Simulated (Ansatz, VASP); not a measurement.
# Ru: VASP beside Ansatz

```xyz
2
Lattice="2.7183 0.0000 0.0000 -1.3592 2.3541 0.0000 0.0000 0.0000 4.2981" Properties=species:S:1:pos:R:3 pbc="T T T"
Ru    0.0000    1.5694    1.0745
Ru    1.3592    0.7847    3.2236
```

Alike in both runs: task relaxation of cell and atoms; functional PBE; k mesh 18 × 18 × 10; occupations gaussian, width 0.1 eV; no spin polarisation.

|  | VASP | Ansatz |
| --- | --- | --- |
| version | VASP 6.6.1 | Ansatz 0.2.0 |
| potentials or method | VASP PAW PBE potentials, release 64 (Ru_pv), cutoff 500 eV | scalar-relativistic, plane waves, PAW |
| valence electrons in the cell | 28 | 32 |

|  | VASP | Ansatz | Ansatz less VASP |
| --- | --- | --- | --- |
| gap on the k mesh at the Fermi level, each at its own relaxed structure (eV) | none | none | - |
| relaxed volume (Å³/atom) | 13.76 | 13.76 | +0.002 |
| relaxed cell length with the largest relative difference (Å) | 4.297 | 4.297 | +0.0002 |

A gap of «none» marks a metal or a gap that the smearing closes. VASP's potentials hold 28 valence electrons a cell and Ansatz's 32, so a difference there can come from the potentials and not from the codes.
